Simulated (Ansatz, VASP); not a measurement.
**Two plane-wave programs on Pt**

INCAR

```
SYSTEM = Pt
PREC = Accurate ; ENCUT = 600
EDIFF = 1E-7 ; ISMEAR = 0
SIGMA = 0.15 ; LREAL = .FALSE.
LASPH = .TRUE. ; NELM = 80
ALGO = Fast ; ISIF = 3
LWAVE = .FALSE. ; LCHARG = .FALSE.
GGA = PS ; IBRION = 2
NSW = 100 ; EDIFFG = -0.01
```

The input KPOINTS:

```
regular mesh
0
G
  14 14 14
  0 0 0
```

POSCAR

```
Pt
1.0
   -0.0739090186      1.4811456366      1.7814558183
    1.9000423710     -0.1160523799      1.8235991796
    2.2462403450      1.8694869719     -0.4622503539
Pt
1
Direct
    0.0000000000      0.0000000000      0.0000000000
```

Input for Ansatz:

```yaml
crystal:
  lattice:
    - [-0.0739090186, 1.4811456366, 1.7814558183]
    - [1.900042371, -0.1160523799, 1.8235991796]
    - [2.246240345, 1.8694869719, -0.4622503539]
  atoms:
    - { symbol: Pt, position: [0.0, 0.0, 0.0] }
basis:
  ecutwfc: 420
kpoints:
  mp_grid: { grid: [14, 14, 14] }
hamiltonian:
  xc: pbesol
scf:
  occupations: { method: gaussian, width: 0.15 }
output:
  forces: true
  stress: true
  eigenvalues: true
relax:
  adjacent_minimum: "off"
  f_tol: 0.01
  max_steps: 80
  cell: { stress_tol: 0.1 }
```

Change from the starting cell: cell sheared at random, sigma 0.1, atoms nudged by 0.01 Å; relaxed back.

Alike in both runs: task relaxation of cell and atoms; functional PBEsol; k mesh 14 × 14 × 14; occupations gaussian, width 0.15 eV; no spin polarisation.

|  | VASP | Ansatz |
| --- | --- | --- |
| version | VASP 6.6.1 | Ansatz 0.2.0 |
| potentials or method | VASP PAW PBE potentials, release 64 (Pt), cutoff 600 eV | scalar-relativistic, plane waves, PAW |
| valence electrons in the cell | 10 | 18 |

Ansatz gave:

- gap on the k mesh at the Fermi level, each at its own relaxed structure (eV): none
- relaxed volume (Å³/atom): 15.19
- relaxed length of the cell vector where the two differ most in proportion (Å): 2.729

Q: Estimate VASP's values.

A: gap on the k mesh at the Fermi level, each at its own relaxed structure (eV): none; relaxed volume (Å³/atom): 15.17; relaxed length of the cell vector where the two differ most in proportion (Å): 2.727.

VASP's potentials were made for PBE, not for PBEsol. A gap of «none» marks a metal or a gap that the smearing closes. VASP's potentials hold 10 valence electrons a cell and Ansatz's 18, so a difference there can come from the potentials and not from the codes.

Neither program's run includes spin-orbit coupling.
